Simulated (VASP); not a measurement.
# Mo (Im-3m) in VASP: notebook

Runs on Mo. Level: PBE+D3(BJ). Tasks: single point, relaxation of cell and atoms.

Everything below comes from runs of VASP 6.6.1. Logs are shortened: lines on timing, memory, paths and dates and some standing lists are left out, and cuts for length are marked.

### Step 1. The cell of the first run

It takes space group Im-3m (No. 229, cubic). The conventional cell has a = 3.168 Å, b = 3.168 Å, c = 3.168 Å, α = 90.00°, β = 90.00°, γ = 90.00°. Within 3.6 Å of Mo (site symmetry m-3m) lie 14 Mo at 2.74 to 3.17 Å.

### Step 2. Single point, PBE+D3(BJ)

The input, INCAR:

```
ALGO = Normal
EDIFF = 1E-6
ENCUT = 520
GGA = PE
ISIF = 2
ISMEAR = 0
IVDW = 12
LASPH = T
LCHARG = T
LELF = T
LREAL = F
LVHAR = T
LWAVE = F
NBANDS = 13
NELM = 60
PREC = Accurate
SIGMA = 0.1
```

The input, KPOINTS:

```
k-points
0
Gamma
  8 8 8
```

The input, POSCAR:

```
Mo
1.0
   -1.5838089700      1.5838089700      1.5838089700
    1.5838089700     -1.5838089700      1.5838089700
    1.5838089700      1.5838089700     -1.5838089700
Mo
1
Direct
    0.0000000000      0.0000000000      0.0000000000
```

Potentials or basis: VASP PAW PBE potentials, release 64 (Mo_sv).

Command:

```sh
$ cat potpaw_PBE.64/Mo_sv/POTCAR > POTCAR
$ mpirun -np 1 vasp_std > vasp.out
```

OUTCAR:

```text
EDIFF = 1E-6
   ENCUT = 520
   GGA = PE
   ISIF = 2
   ISMEAR = 0
   IVDW = 12
   LASPH = T
   LREAL = F
   NELM = 60
   PREC = Accurate
 IVDW          = 12

 ion  position               nearest neighbor table
   1  0.000  0.000  0.000-

  LATTYP: Found a body centered cubic cell.
 ALAT       =     3.1676179400

  Lattice vectors:

 A1 = (  -1.5838089700,   1.5838089700,   1.5838089700)
 A2 = (   1.5838089700,  -1.5838089700,   1.5838089700)
 A3 = (   1.5838089700,   1.5838089700,  -1.5838089700)

Analysis of symmetry for initial positions (statically):
=====================================================================
 Subroutine PRICEL returns:
 Original cell was already a primitive cell.

 Routine SETGRP: Setting up the symmetry group for a
 body centered cubic supercell.

 Subroutine GETGRP returns: Found 48 space group operations
 (whereof 48 operations were pure point group operations)
 out of a pool of 48 trial point group operations.

The static configuration has the point symmetry O_h .

Analysis of symmetry for dynamics (positions and initial velocities):
=====================================================================
 Subroutine PRICEL returns:
 Original cell was already a primitive cell.

 Routine SETGRP: Setting up the symmetry group for a
 body centered cubic supercell.

 Subroutine GETGRP returns: Found 48 space group operations
 (whereof 48 operations were pure point group operations)
 out of a pool of 48 trial point group operations.

The dynamic configuration has the point symmetry O_h .

 Subroutine INISYM returns: Found 48 space group operations
 (whereof 48 operations are pure point group operations),
 and found     1 'primitive' translations

----------------------------------------------------------------------------------------

                                     Primitive cell

  volume of cell :      15.8916

  direct lattice vectors                    reciprocal lattice vectors
    -1.583808970  1.583808970  1.583808970     0.000000000  0.315694638  0.315694638
     1.583808970 -1.583808970  1.583808970     0.315694638  0.000000000  0.315694638
     1.583808970  1.583808970 -1.583808970     0.315694638  0.315694638  0.000000000

  length of vectors
     2.743237606  2.743237606  2.743237606     0.446459639  0.446459639  0.446459639

  position of ions in fractional coordinates (direct lattice)
     0.000000000  0.000000000  0.000000000

  ion indices of the primitive-cell ions
   primitive index   ion index
                 1           1

----------------------------------------------------------------------------------------

[... 81 lines left out ...]
   NUPDOWN=      -1.0000    fix difference up-down
   EMIN   =  10.00;   EMAX   =-10.00  energy-range for DOS
   EFERMI =   0.00;   METHOD = LEGACY
   ISMEAR =     0;   SIGMA  =   0.10  broadening in eV -4-tet -1-fermi 0-gaus
   EFERMI_NEDOS =   21; number of points for ismear=-14 and -15
   IALGO  =     38    algorithm
   IMIX   =      4    mixing-type and parameters
     AMIX     =   0.40;   BMIX     =  1.00
     AMIX_MAG =   1.60;   BMIX_MAG =  1.00
  volume/ion in A,a.u.               =      15.89       107.24
  Fermi-wavevector in a.u.,A,eV,Ry     =   1.569380  2.965698 33.510508  2.462953
  Thomas-Fermi vector in A             =   2.671271
   LORBIT       =      0    0 simple, 1 ext, 2 COOP (PROOUT), +10 PAW based schemes
   GGA     = PE    functional components
   LHFCALC =     F    Hartree Fock is set to
   AEXX    =    0.0000 exact exchange contribution
   IVDW    =    12    specifies the selected vdW correction
   LEPSILON=     F    determine dielectric tensor
   LRPA    =     F    only Hartree local field effects (RPA)
 non-spin polarized calculation
 Gauss-broadening in eV      SIGMA  =   0.10
  energy-cutoff  :      520.00
  volume of cell :       15.89
 maximum number of plane-waves:       439
   NGX = 11   NGY = 11   NGZ = 11

 number of electron      14.0000005 magnetization

 Free energy of the ion-electron system (eV)
  ---------------------------------------------------
  ext. energy  EPLUGINS =         0.00000000
  ---------------------------------------------------
  free energy    TOTEN  =       -10.91529097 eV

  energy without entropy =      -10.91105573  energy(sigma->0) =      -10.91317335

 E-fermi :  12.2046     XC(G=0): -13.2994

 val. band max:       12.2015941186   @ k =  -0.2500   0.2500   0.1250
 cond. band min:      12.2990045199   @ k =   0.3750   0.0000   0.0000
 fundamental gap:      0.0974104013
 Fermi energy:        12.2045561480

 k-point     1 :       0.0000    0.0000    0.0000
  band No.  band energies     occupation
      1     -48.9614      2.00000
      2     -22.2639      2.00000
      3     -22.2639      2.00000
      4     -22.2639      2.00000
      5       5.1486      2.00000
      6      10.9907      2.00000
      7      10.9907      2.00000
      8      10.9907      2.00000
      9      13.9556      0.00000
     10      13.9557      0.00000
     11      27.1360      0.00000
     12      27.1360      0.00000
     13      27.1360      0.00000
[... 354 lines left out ...]
  band No.  band energies     occupation
      1     -48.6587      2.00000
      2     -23.2506      2.00000
      3     -22.8749      2.00000
      4     -22.7536      2.00000
      5       8.4719      2.00000
      6       9.0200      2.00000
      7      11.7116      2.00000
      8      12.5292      0.00000
      9      15.1443      0.00000
     10      17.2138      0.00000
     11      25.9260      0.00000
     12      27.9369      0.00000
     13      29.0409      0.00000

 [... further k-points ...]

------------------------ aborting loop because EDIFF is reached ----------------------------------------

 Edisp (eV)   -0.70160

 E8    (eV) :    -0.3305

  FORCE on cell =-STRESS in cart. coord.  units (eV):
  Direction    XX          YY          ZZ          XY          YZ          ZX
  --------------------------------------------------------------------------------------
  -------------------------------------------------------------------------------------
  Total      -0.78999    -0.78999    -0.78999     0.00000     0.00000    -0.00000
  in kB     -79.64574   -79.64574   -79.64574     0.00000     0.00000    -0.00000
  external pressure =      -79.65 kB  Pullay stress =        0.00 kB

 VOLUME and BASIS-vectors are now :
 -----------------------------------------------------------------------------
  energy-cutoff  :      520.00
  volume of cell :       15.89
      direct lattice vectors                 reciprocal lattice vectors
    -1.583808970  1.583808970  1.583808970     0.000000000  0.315694638  0.315694638
     1.583808970 -1.583808970  1.583808970     0.315694638  0.000000000  0.315694638
     1.583808970  1.583808970 -1.583808970     0.315694638  0.315694638  0.000000000

 POSITION                                       TOTAL-FORCE (eV/Angst)
 -----------------------------------------------------------------------------------
      0.00000      0.00000      0.00000         0.000000     -0.000000      0.000000
 -----------------------------------------------------------------------------------
    total drift:                                0.000000     -0.000000     -0.000000

  FREE ENERGIE OF THE ION-ELECTRON SYSTEM (eV)
  ---------------------------------------------------
  free  energy   TOTEN  =       -11.6168923324 eV

  energy  without entropy=      -11.6126570877  energy(sigma->0) =      -11.61477471
```

OSZICAR:

```text
N       E                     dE             d eps       ncg     rms          rms(c)
DAV:   1     0.979537620474E+02    0.97954E+02   -0.77454E+03   762   0.109E+03
DAV:   2    -0.103296362156E+02   -0.10828E+03   -0.10453E+03   859   0.319E+02
DAV:   3    -0.115999812610E+02   -0.12703E+01   -0.12665E+01   859   0.345E+01
DAV:   4    -0.116030783843E+02   -0.30971E-02   -0.30971E-02   849   0.202E+00
DAV:   5    -0.116030969726E+02   -0.18588E-04   -0.18588E-04   854   0.144E-01    0.142E+01
DAV:   6    -0.110006307936E+02    0.60247E+00   -0.74473E-01   769   0.106E+01    0.374E+00
DAV:   7    -0.109186010385E+02    0.82030E-01   -0.15246E-01   829   0.457E+00    0.101E+00
DAV:   8    -0.109153589388E+02    0.32421E-02   -0.50726E-03   769   0.913E-01    0.203E-01
DAV:   9    -0.109152803853E+02    0.78554E-04   -0.28908E-04   814   0.212E-01    0.611E-02
DAV:  10    -0.109152907682E+02   -0.10383E-04   -0.25562E-05   819   0.613E-02    0.301E-03
DAV:  11    -0.109152909712E+02   -0.20307E-06   -0.38926E-07   487   0.828E-03
   1 F= -.11616892E+02 E0= -.11614775E+02  d E =-.423524E-02
```

It took 5.8 s on 1 thread of AMD EPYC 7R43 (Zen 3), shared host; peak memory 0.1 GiB.

What came out:

```
Free energy                : -11.6169 eV
Pressure                   : -8.0 GPa
Band gap on the k mesh     : zero (band 7 reaches 16.21 eV, above the bottom of band 8 at 10.99 eV)
Dispersion energy per atom : -0.702 eV
```

Caveat: pairwise dispersion overbinds metals, which lowers pressure and volume.

### Step 3. Single point, PBE+D3(BJ)

This run uses another cell than the first one, of 15.37 Å³/atom, 0.967 times its volume.

The input, INCAR:

```
ALGO = Normal ; EDIFF = 1E-6
ENCUT = 520 ; GGA = PE
ISIF = 2 ; ISMEAR = 0
IVDW = 12 ; LASPH = True
LCHARG = False ; LREAL = False
LWAVE = False ; NBANDS = 13
NELM = 100 ; PREC = Accurate
SIGMA = 0.1
```

KPOINTS is that of step 2.

The input, POSCAR:

```
Mo
1.0
   -1.5663217279      1.5663217279      1.5663217279
    1.5663217279     -1.5663217279      1.5663217279
    1.5663217279      1.5663217279     -1.5663217279
Mo
1
Direct
    0.0000000000      0.0000000000      0.0000000000
```

Potentials or basis: VASP PAW PBE potentials, release 64 (Mo_sv).

Command:

```sh
$ cat potpaw_PBE.64/Mo_sv/POTCAR > POTCAR
$ mpirun -np 1 vasp_std > vasp.out
```

OUTCAR:

```text
EDIFF = 1E-6
   ENCUT = 520
   GGA = PE
   ISIF = 2
   ISMEAR = 0
   IVDW = 12
   LASPH = True
   LREAL = False
   NELM = 100
   PREC = Accurate
 IVDW          = 12

 ion  position               nearest neighbor table
   1  0.000  0.000  0.000-

  LATTYP: Found a body centered cubic cell.
 ALAT       =     3.1326434558

  Lattice vectors:

 A1 = (  -1.5663217279,   1.5663217279,   1.5663217279)
 A2 = (   1.5663217279,  -1.5663217279,   1.5663217279)
 A3 = (   1.5663217279,   1.5663217279,  -1.5663217279)

Analysis of symmetry for initial positions (statically):
=====================================================================
 Subroutine PRICEL returns:
 Original cell was already a primitive cell.

 Routine SETGRP: Setting up the symmetry group for a
 body centered cubic supercell.

 Subroutine GETGRP returns: Found 48 space group operations
 (whereof 48 operations were pure point group operations)
 out of a pool of 48 trial point group operations.

The static configuration has the point symmetry O_h .

[... 166 lines left out ...]
  band No.  band energies     occupation
      1     -48.4220      2.00000
      2     -21.6482      2.00000
      3     -21.6482      2.00000
      4     -21.6482      2.00000
      5       5.5755      2.00000
      6      11.4668      2.00000
      7      11.4668      2.00000
      8      11.4668      2.00000
      9      14.5558      0.00000
     10      14.5558      0.00000
     11      27.7228      0.00000
     12      27.7228      0.00000
     13      27.7228      0.00000
[... 354 lines left out ...]
  band No.  band energies     occupation
      1     -48.0764      2.00000
      2     -22.7441      2.00000
      3     -22.3243      2.00000
      4     -22.1913      2.00000
      5       8.8383      2.00000
      6       9.4297      2.00000
      7      12.2193      2.00000
      8      13.0739      0.00000
      9      15.8139      0.00000
     10      17.9924      0.00000
     11      26.8944      0.00000
     12      28.9603      0.00000
     13      29.9698      0.00000

 [... further k-points ...]

------------------------ aborting loop because EDIFF is reached ----------------------------------------

 Edisp (eV)   -0.72650

 E8    (eV) :    -0.3425

  FORCE on cell =-STRESS in cart. coord.  units (eV):
  Direction    XX          YY          ZZ          XY          YZ          ZX
  --------------------------------------------------------------------------------------
  -------------------------------------------------------------------------------------
  Total       0.05227     0.05227     0.05227    -0.00000     0.00000    -0.00000
  in kB       5.44868     5.44868     5.44868    -0.00000     0.00000    -0.00000
  external pressure =        5.45 kB  Pullay stress =        0.00 kB

 VOLUME and BASIS-vectors are now :
 -----------------------------------------------------------------------------
  energy-cutoff  :      520.00
  volume of cell :       15.37
      direct lattice vectors                 reciprocal lattice vectors
    -1.566321728  1.566321728  1.566321728     0.000000000  0.319219220  0.319219220
     1.566321728 -1.566321728  1.566321728     0.319219220  0.000000000  0.319219220
     1.566321728  1.566321728 -1.566321728     0.319219220  0.319219220  0.000000000

 POSITION                                       TOTAL-FORCE (eV/Angst)
 -----------------------------------------------------------------------------------
      0.00000      0.00000      0.00000         0.000000      0.000000      0.000000
 -----------------------------------------------------------------------------------
    total drift:                                0.000000     -0.000000      0.000000

  FREE ENERGIE OF THE ION-ELECTRON SYSTEM (eV)
  ---------------------------------------------------
  free  energy   TOTEN  =       -11.6291144297 eV

  energy  without entropy=      -11.6243754062  energy(sigma->0) =      -11.62674492
```

It took 6.4 s on 1 thread of AMD EPYC 7R43 (Zen 3), shared host; peak memory 0.1 GiB.

Results:

```yaml
Free_energy: -11.6291 eV
Pressure: 0.5 GPa
Band_gap_on_the_k_mesh: zero (band 7 reaches 16.94 eV, above the bottom of band 8 at 11.47 eV)
Dispersion_energy_per_atom: -0.727 eV
```

Levels at points of the mesh, in eV from the Fermi level:
| k point | band 4 | band 5 | band 6 | band 7 | band 8 | band 9 | band 10 | band 11 |
| --- | --- | --- | --- | --- | --- | --- | --- | --- |
| (0.00, 0.00, 0.00) | -34.40 | -7.17 | -1.28 | -1.28 | -1.28 | 1.81 | 1.81 | 14.98 |
| (0.50, 0.00, 0.00) | -34.41 | -5.31 | -3.37 | 1.81 | 1.85 | 2.49 | 4.98 | 12.03 |
| (0.50, 0.50, 0.50) | -35.41 | -5.45 | -5.45 | 4.19 | 4.19 | 4.19 | 9.31 | 9.31 |

Caveat: pairwise dispersion overbinds metals, which lowers pressure and volume.

### Step 4. Relaxation of cell and atoms, PBE+D3(BJ)

The input, INCAR:

```
SYSTEM = Mo
PREC = Accurate
ENCUT = 600
EDIFF = 1E-7
ISMEAR = 0
SIGMA = 0.1
LREAL = .False.
LASPH = .True.
NELM = 60
ALGO = Normal
ISIF = 3
LWAVE = .False.
LCHARG = .False.
GGA = PE
IVDW = 12
IBRION = 2
NSW = 100
EDIFFG = -0.05
```

The input, KPOINTS:

```
regular mesh
0
Gamma
  8 8 8
  0 0 0
```

The input, POSCAR:

```
Mo
1.0
   -1.5838089700      1.5838089700      1.5838089700
    1.5838089700     -1.5838089700      1.5838089700
    1.5838089700      1.5838089700     -1.5838089700
Mo
1
Direct
    0.0000000000      0.0000000000      0.0000000000
```

Command:

```sh
$ cat potpaw_PBE.64/Mo_sv/POTCAR > POTCAR
$ mpirun -np 1 vasp_std > vasp.out
```

It took 20 s on 1 thread of AMD EPYC 7R43 (Zen 3), shared host; peak memory 0.12 GiB.

The run converged. Its results:

```
Free energy                            : -11.6298 eV
Relaxed volume                         : 15.41 Å³/atom
Relaxed cell                           : a = 2.715 Å, b = 2.715 Å, c = 2.715 Å, α = 109.47°, β = 109.47°, γ = 109.47°
Space group after relaxing (to 0.05 Å) : Im-3m (No. 229)
Energy gained by relaxing              : 12.8 meV/atom
Ionic steps                            : 3
Pressure after relaxing                : -0.3 GPa
Band gap on the k mesh                 : zero (band 7 reaches 16.88 eV, above the bottom of band 8 at 11.43 eV)
Dispersion energy per atom             : -0.724 eV
```

The path:
| step | energy change (eV) | largest force (eV/Å) | pressure (GPa) | volume (Å³) |
| --- | --- | --- | --- | --- |
| 1 | 0.0000 | 0.0000 | -8.07 | 15.89 |
| 2 | 0.0901 | 0.0000 | 27.74 | 14.12 |
| 3 | -0.0128 | 0.0000 | -0.31 | 15.41 |

Final structure:
```xyz
1
Lattice="-1.5678 1.5678 1.5678 1.5678 -1.5678 1.5678 1.5678 1.5678 -1.5678" Properties=species:S:1:pos:R:3 pbc="T T T"
Mo    0.0000    0.0000    0.0000
```

Levels at points of the mesh, in eV from the Fermi level:
```
           k point  band 4  band 5  band 6  band 7  band 8  band 9  band 10  band 11
(0.00, 0.00, 0.00)  -34.40   -7.16   -1.27   -1.27   -1.27    1.80     1.80    14.97
(0.50, 0.00, 0.00)  -34.41   -5.29   -3.35    1.80    1.84    2.48     4.96    12.11
(0.50, 0.50, 0.50)  -35.41   -5.43   -5.43    4.18    4.18    4.18     9.29     9.29
```

Caveat: pairwise dispersion overbinds metals, which lowers pressure and volume.

### Step 5. The runs side by side

| task | cell | cutoff (eV) | gap on the mesh (eV) | pressure (GPa) |
| --- | --- | --- | --- | --- |
| single point | a = 2.743 Å, angles 109.5°, 1 atom | 520 | none | -8.0 |
| single point | a = 2.713 Å, angles 109.5°, 1 atom | 520 | none | 0.5 |
| relaxation of cell and atoms | relaxed from a = 2.743 Å, angles 109.5°, 1 atom | 600 | none | -0.3 |

Alike in all rows: level PBE+D3(BJ); potentials or basis VASP PAW PBE potentials, release 64 (Mo_sv); no spin polarisation; k mesh 8 × 8 × 8; smearing gaussian 0.1 eV.

Caveats: pairwise dispersion overbinds metals, which lowers pressure and volume.

Total energies depend on the potentials used, so only differences within one code and one set of settings carry meaning.
